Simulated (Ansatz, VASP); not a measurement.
# SrO: VASP beside Ansatz

File POSCAR:

```
SrO
1.0
    0.0000000000      2.7922805108      2.7922805108
    2.7922805108      0.0000000000      2.7922805108
    2.7922805108      2.7922805108      0.0000000000
Sr O
1 1
Direct
    0.0000000000      0.0000000000      0.0000000000
    0.2500000000      0.2500000000      0.2500000000
```

Contents of INCAR.step1:

```
SYSTEM = SrO
ALGO = Normal ; EDIFF = 1E-5
ENCUT = 520 ; GGA = PE
ISIF = 2 ; ISMEAR = 0
LASPH = .True. ; LCHARG = .False.
LREAL = .False. ; LWAVE = .True.
NBANDS = 15 ; NELM = 80
PREC = Accurate ; SIGMA = 0.01
```

INCAR.step2

```
SYSTEM = SrO
AEXX = 0.5 ; ALGO = Normal
EDIFF = 1E-7 ; ENCUT = 520
GGA = PE ; HFSCREEN = 0.3
ISIF = 2 ; ISMEAR = 0
ISTART = 1 ; LASPH = .True.
LCHARG = .False. ; LHFCALC = .True.
LREAL = .False. ; LWAVE = .False.
NBANDS = 15 ; NELM = 80
PREC = Accurate ; PRECFOCK = Normal
SIGMA = 0.01
```

KPOINTS

```
k-points
0
Gamma
  4 4 4
  0 0 0
```

Input for Ansatz:

```yaml
crystal:
  lattice:
    - [0.0, 2.7922805108, 2.7922805108]
    - [2.7922805108, 0.0, 2.7922805108]
    - [2.7922805108, 2.7922805108, 0.0]
  atoms:
    - { symbol: Sr, position: [0.0, 0.0, 0.0] }
    - { symbol: O, position: [0.25, 0.25, 0.25] }
kpoints:
  mp_grid: { grid: [4, 4, 4] }
hamiltonian:
  xc: { exchange: pbe, correlation: pbe, exx: { coeff: 0.5, omega: 0.3 } }
scf:
  occupations: { method: fixed }
  n_extra_bands: 4
output:
  forces: true
  stress: true
  eigenvalues: true
```

Alike in both runs: task single point; functional PBE-based screened hybrid; k mesh 4 × 4 × 4; no spin polarisation.

```csv
,VASP,Ansatz
version,VASP 6.6.1,Ansatz 0.2.0
potentials or method,"VASP PAW PBE potentials, release 64 (Sr_sv, O)",plane waves
plane-wave cutoff (eV),520,420
occupations,"gaussian, width 0.01 eV",fixed
valence electrons in the cell,16,16
```

```tsv
	VASP	Ansatz	Ansatz less VASP
gap on the k mesh at the Fermi level (eV)	4.80	4.80	-0.003
pressure (GPa)	-1.1	-1.6	-0.46
```

VASP's potentials were made for PBE, not for PBE-based screened hybrid. Ansatz's warnings: stress exchange threshold loose, stress scf threshold loose.

The k mesh is coarse, so the values compare programs but aren't converged.
